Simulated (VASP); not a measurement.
# CoSi (P2_13) in VASP: notebook, part 2 of 3

VASP 6.6.1. The steps go on from the part before.

## (4) Single point, r2SCAN

This run uses another cell than the first one, of 10.53 Å³/atom.

POSCAR reads:

```
CoSi
1.0
    4.3830580014      0.0000000000      0.0000000000
    0.0000000000      4.3830580014      0.0000000000
    0.0000000000      0.0000000000      4.3830580014
Co Si
4 4
Direct
    0.1456862639      0.1456862639      0.1456862639
    0.3543137361      0.8543137361      0.6456862639
    0.6456862639      0.3543137361      0.8543137361
    0.8543137361      0.6456862639      0.3543137361
    0.8436358483      0.8436358483      0.8436358483
    0.6563641517      0.1563641517      0.3436358483
    0.3436358483      0.6563641517      0.1563641517
    0.1563641517      0.3436358483      0.6563641517
```

INCAR.step1 reads:

```
  ALGO = Normal
  EDIFF = 1E-4
  ENCUT = 520
  GGA = PE
  ISMEAR = 0
  LASPH = True
  LCHARG = False
  LREAL = False
  LWAVE = True
  NBANDS = 36
  NELM = 60
  PREC = Accurate
  SIGMA = 0.1
```

INCAR.step2 reads:

```
  ALGO = Normal
  EDIFF = 1E-6
  ENCUT = 520
  ISIF = 2
  ISMEAR = 0
  ISTART = 1
  LASPH = True
  LCHARG = True
  LELF = True
  LMIXTAU = True
  LREAL = False
  LVHAR = True
  LWAVE = False
  METAGGA = R2SCAN
  NBANDS = 36
  NELM = 60
  PREC = Accurate
  SIGMA = 0.1
```

KPOINTS reads:

```
k-points
0
Gamma
  8 8 8
```

Started as:

```bash
$ cat potpaw_PBE.64/Co/POTCAR potpaw_PBE.64/Si/POTCAR > POTCAR
$ cp INCAR.step1 INCAR
$ mpirun -np 1 vasp_std > vasp.out
$ cp INCAR.step2 INCAR
$ mpirun -np 1 vasp_std > vasp.out
```

Run time: 8.9 min. Hardware: 1 thread of Intel Xeon 8259CL, shared host; peak memory 0.28 GiB.

The run converged. Its results:

| Quantity | Value |
| --- | --- |
| Free energy | -91.9664 eV |
| Pressure | 0.1 GPa |
| Largest force | 0.004 eV/Å |
| Band gap on the k mesh | zero (bands 26 and 27 overlap by 0.21 eV) |

Forces on the atoms (eV/Å):
```
Co   0.002  0.002  0.002
Co  -0.002 -0.002  0.002
Co   0.002 -0.002 -0.002
Co  -0.002  0.002 -0.002
Si   0.000  0.000  0.000
Si   0.000  0.000  0.000
Si   0.000  0.000  0.000
Si   0.000  0.000  0.000
```

Levels at points of the mesh, in eV from the Fermi level:
| k point | band 22 | band 23 | band 24 | band 25 | band 26 | band 27 | band 28 | band 29 | band 30 | band 31 |
| --- | --- | --- | --- | --- | --- | --- | --- | --- | --- | --- |
| (0.00, 0.00, 0.00) | -1.05 | -0.90 | -0.90 | -0.03 | -0.03 | -0.03 | 2.84 | 2.84 | 2.84 | 3.12 |
| (0.50, 0.00, 0.00) | -1.18 | -0.74 | -0.74 | -0.54 | -0.54 | 1.07 | 1.07 | 1.69 | 1.69 | 4.58 |
| (0.50, 0.50, 0.00) | -1.64 | -1.13 | -1.13 | -0.07 | -0.07 | 0.66 | 0.66 | 2.26 | 2.26 | 2.73 |
| (0.50, 0.50, 0.50) | -1.37 | -1.37 | -1.37 | -0.23 | -0.23 | -0.23 | -0.23 | 6.07 | 6.07 | 6.07 |

Caveat: the PAW data sets were made with another functional, which shifts forces and pressure a little; the run has no spin polarisation, though such a crystal can be magnetic. Spin polarisation is off, so any magnetic state and its effect on volume and gap are missing.

## (5) Single point, r2SCAN (10.84 Å³/atom)

This run uses another cell than the first one, of 10.84 Å³/atom.

POSCAR reads:

```
CoSi
1.0
    4.4264574377      0.0000000000      0.0000000000
    0.0000000000      4.4264574377      0.0000000000
    0.0000000000      0.0000000000      4.4264574377
Co Si
4 4
Direct
    0.1445185463      0.1445185463      0.1445185463
    0.3554814537      0.8554814537      0.6445185463
    0.6445185463      0.3554814537      0.8554814537
    0.8554814537      0.6445185463      0.3554814537
    0.8432288412      0.8432288412      0.8432288412
    0.6567711588      0.1567711588      0.3432288412
    0.3432288412      0.6567711588      0.1567711588
    0.1567711588      0.3432288412      0.6567711588
```

INCAR.step1 reads:

```
PREC     = Accurate       # precision mode
ENCUT    = 520            # plane-wave cutoff, eV
ISMEAR   = 0              # smearing method
SIGMA    = 0.1            # smearing width, eV
LREAL    = F              # projectors in reciprocal space
LASPH    = T              # aspherical terms in the spheres
NELM     = 80             # most SCF steps
NBANDS   = 36             # bands
GGA      = PE             # functional
ALGO     = Normal         # electronic algorithm
EDIFF    = 1E-4           # SCF threshold, eV
LWAVE    = T              # write WAVECAR
LCHARG   = F              # write CHGCAR
```

INCAR.step2 reads:

```
PREC     = Accurate       # precision mode
ENCUT    = 520            # plane-wave cutoff, eV
EDIFF    = 1E-7           # SCF threshold, eV
ISMEAR   = 0              # smearing method
SIGMA    = 0.1            # smearing width, eV
LREAL    = F              # projectors in reciprocal space
LASPH    = T              # aspherical terms in the spheres
NELM     = 80             # most SCF steps
ALGO     = Normal         # electronic algorithm
ISIF     = 2              # what is computed and relaxed
LWAVE    = F              # write WAVECAR
LCHARG   = T              # write CHGCAR
METAGGA  = R2SCAN         # meta-GGA
LMIXTAU  = T            
LELF     = T              # ELF
LVHAR    = T            
NBANDS   = 36             # bands
ISTART   = 1
```

KPOINTS reads:

```
regular mesh
0
Gamma
  8 8 8
```

Potentials or basis: VASP PAW PBE potentials, release 64 (Co, Si).

Started as:

```bash
$ cat potpaw_PBE.64/Co/POTCAR potpaw_PBE.64/Si/POTCAR > POTCAR
$ cp INCAR.step1 INCAR
$ mpirun -np 1 vasp_std > vasp.out
$ cp INCAR.step2 INCAR
$ mpirun -np 1 vasp_std > vasp.out
```

OUTCAR:

```text
PREC = Accurate
   ENCUT = 520
   EDIFF = 1E-7
   ISMEAR = 0
   LREAL = F
   LASPH = T
   NELM = 80
   ISIF = 2
   METAGGA = R2SCAN
   ISTART = 1

 ion  position               nearest neighbor table
   1  0.145  0.145  0.145-   5 2.31   6 2.33   7 2.33   8 2.33   7 2.43   8 2.43   6 2.43   2 2.72
                             2 2.72   4 2.72   3 2.72   4 2.72   3 2.72
   2  0.355  0.855  0.645-   6 2.31   5 2.33   7 2.33   8 2.33   7 2.43   8 2.43   5 2.43   1 2.72
                             1 2.72   3 2.72   4 2.72   4 2.72   3 2.72
   3  0.645  0.355  0.855-   7 2.31   6 2.33   5 2.33   8 2.33   8 2.43   6 2.43   5 2.43   4 2.72
                             4 2.72   1 2.72   2 2.72   2 2.72   1 2.72
   4  0.855  0.645  0.355-   8 2.31   6 2.33   7 2.33   5 2.33   6 2.43   5 2.43   7 2.43   3 2.72
                             3 2.72   1 2.72   1 2.72   2 2.72   2 2.72
   5  0.843  0.843  0.843-   1 2.31   2 2.33   3 2.33   4 2.33   3 2.43   4 2.43   2 2.43   6 2.74
                             7 2.74   8 2.74   6 2.74   8 2.74   7 2.74
   6  0.657  0.157  0.343-   2 2.31   1 2.33   3 2.33   4 2.33   3 2.43   4 2.43   1 2.43   8 2.74
                             5 2.74   5 2.74   7 2.74   7 2.74   8 2.74
   7  0.343  0.657  0.157-   3 2.31   2 2.33   1 2.33   4 2.33   4 2.43   2 2.43   1 2.43   8 2.74
                             5 2.74   8 2.74   6 2.74   6 2.74   5 2.74
   8  0.157  0.343  0.657-   4 2.31   2 2.33   3 2.33   1 2.33   2 2.43   1 2.43   3 2.43   7 2.74
[... 1143 lines left out ...]
 [... further k-points ...]

------------------------ aborting loop because EDIFF is reached ----------------------------------------

  FORCE on cell =-STRESS in cart. coord.  units (eV):
  Direction    XX          YY          ZZ          XY          YZ          ZX
  --------------------------------------------------------------------------------------
  -------------------------------------------------------------------------------------
  Total       -3.6063481     -3.6063481     -3.6063481      0.0000000      0.0000000      0.0000000
  in kB      -66.6207245    -66.6207245    -66.6207245      0.0000000      0.0000000      0.0000000
  external PRESSURE =     -66.6207245 kB  Pullay stress =       0.0000000 kB

 VOLUME and BASIS-vectors are now :
 -----------------------------------------------------------------------------
  energy-cutoff  :      520.00
  volume of cell :       86.73
      direct lattice vectors                 reciprocal lattice vectors
     4.426457438  0.000000000  0.000000000     0.225914292  0.000000000  0.000000000
     0.000000000  4.426457438  0.000000000     0.000000000  0.225914292  0.000000000
     0.000000000  0.000000000  4.426457438     0.000000000  0.000000000  0.225914292

 POSITION                                       TOTAL-FORCE (eV/Angst)
 -----------------------------------------------------------------------------------
      0.63971      0.63971      0.63971         0.004487      0.004487      0.004487
      1.57352      3.78675      2.85293        -0.004487     -0.004487      0.004487
      2.85293      1.57352      3.78675         0.004487     -0.004487     -0.004487
      3.78675      2.85293      1.57352        -0.004487      0.004487     -0.004487
      3.73252      3.73252      3.73252        -0.001882     -0.001882     -0.001882
      2.90717      0.69394      1.51929         0.001882      0.001882     -0.001882
      1.51929      2.90717      0.69394        -0.001882      0.001882      0.001882
      0.69394      1.51929      2.90717         0.001882     -0.001882      0.001882
 -----------------------------------------------------------------------------------
    total drift:                               -0.000000     -0.000000      0.000000

  FREE ENERGIE OF THE ION-ELECTRON SYSTEM (eV)
  ---------------------------------------------------
  free  energy   TOTEN  =       -91.9132567204 eV

  energy  without entropy=      -91.9071120607  energy(sigma->0) =      -91.91018439
```

OUTCAR.step1:

```text
PREC = Accurate
   ENCUT = 520
   ISMEAR = 0
   LREAL = F
[... 1191 lines left out ...]
      3.73252      3.73252      3.73252        -0.002119     -0.002119     -0.002119
      2.90717      0.69394      1.51929         0.002119      0.002119     -0.002119
      1.51929      2.90717      0.69394        -0.002119      0.002119      0.002119
      0.69394      1.51929      2.90717         0.002119     -0.002119      0.002119
 -----------------------------------------------------------------------------------
    total drift:                               -0.000000      0.000000      0.000000

  FREE ENERGIE OF THE ION-ELECTRON SYSTEM (eV)
  ---------------------------------------------------
  free  energy   TOTEN  =       -54.7507515835 eV

  energy  without entropy=      -54.7439081721  energy(sigma->0) =      -54.74732988
```

OSZICAR.step1:

```text
N       E                     dE             d eps       ncg     rms          rms(c)
DAV:   1     0.353497333630E+03    0.35350E+03   -0.22097E+04  3240   0.166E+03
DAV:   2    -0.312618251233E+02   -0.38476E+03   -0.36724E+03  3240   0.362E+02
DAV:   3    -0.594757358160E+02   -0.28214E+02   -0.26922E+02  3544   0.118E+02
DAV:   4    -0.606327426914E+02   -0.11570E+01   -0.11434E+01  4160   0.217E+01
DAV:   5    -0.606745417984E+02   -0.41799E-01   -0.41750E-01  4200   0.396E+00    0.276E+01
DAV:   6    -0.667188545211E+02   -0.60443E+01   -0.11032E+02  4272   0.133E+02    0.276E+01
DAV:   7    -0.546823718046E+02    0.12036E+02   -0.47644E+01  3732   0.969E+01    0.725E+00
DAV:   8    -0.548504464942E+02   -0.16807E+00   -0.40121E+00  3616   0.101E+01    0.292E+00
DAV:   9    -0.547554557252E+02    0.94991E-01   -0.24233E-01  4604   0.597E+00    0.948E-01
DAV:  10    -0.547517954983E+02    0.36602E-02   -0.17461E-02  3724   0.846E-01    0.311E-01
DAV:  11    -0.547508117698E+02    0.98373E-03   -0.22774E-03  5076   0.536E-01    0.104E-01
DAV:  12    -0.547507515835E+02    0.60186E-04   -0.16788E-04  2144   0.143E-01
   1 F= -.54750752E+02 E0= -.54747330E+02  d E =-.684341E-02
```

Wall time 7.7 min (1 thread of Intel Xeon Platinum 8259CL at 2.50GHz (Skylake/Cascade Lake), shared host); peak memory 0.28 GiB.

Results:

```
Free energy            : -91.9133 eV
Pressure               : -6.7 GPa
Largest force          : 0.008 eV/Å
Band gap on the k mesh : zero (bands 26 and 27 overlap by 0.20 eV)
```

Forces in eV/Å, atoms in the order of the input:
```
Co   0.004  0.004  0.004
Co  -0.004 -0.004  0.004
Co   0.004 -0.004 -0.004
Co  -0.004  0.004 -0.004
Si  -0.002 -0.002 -0.002
Si   0.002  0.002 -0.002
Si  -0.002  0.002  0.002
Si   0.002 -0.002  0.002
```

Caveat: the cell stands under tension; the PAW data sets were made with another functional, which shifts forces and pressure a little; the run has no spin polarisation, though such a crystal can be magnetic. Spin polarisation is off, so any magnetic state and its effect on volume and gap are missing.

(Part 2 of 3 ends here.)
